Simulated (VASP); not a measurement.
A run of VASP 6.6.1 is set up as follows.

INCAR

```
SYSTEM = CdSe
ALGO = Normal ; EDIFF = 1E-6
ENCUT = 520 ; GGA = PE
ISIF = 2 ; ISMEAR = 0
LASPH = .True. ; LCHARG = .False.
LREAL = .False. ; LWAVE = .False.
NBANDS = 16 ; NELM = 60
PREC = Accurate ; SIGMA = 0.028000000000000004
```

The input KPOINTS:

```
k-points
0
Gamma
  8 8 8
  0 0 0
```

Contents of POSCAR:

```
CdSe
1.0
    0.0000000000      3.0702711986      3.0702711986
    3.0702711986      0.0000000000      3.0702711986
    3.0702711986      3.0702711986      0.0000000000
Cd Se
1 1
Direct
    0.0000000000      0.0000000000      0.0000000000
    0.2500000000      0.2500000000      0.2500000000
```

Potentials or basis: VASP PAW PBE potentials, release 64 (Cd, Se).

Run with:

```bash
$ cat potpaw_PBE.64/Cd/POTCAR potpaw_PBE.64/Se/POTCAR > POTCAR
$ mpirun -np 1 vasp_std > vasp.out
```

**Question.** What does it give for the pressure?

**Answer.** 1.6 GPa.

**Question.** Estimate the band gap on the k mesh.

**Answer.** 0.55 eV.
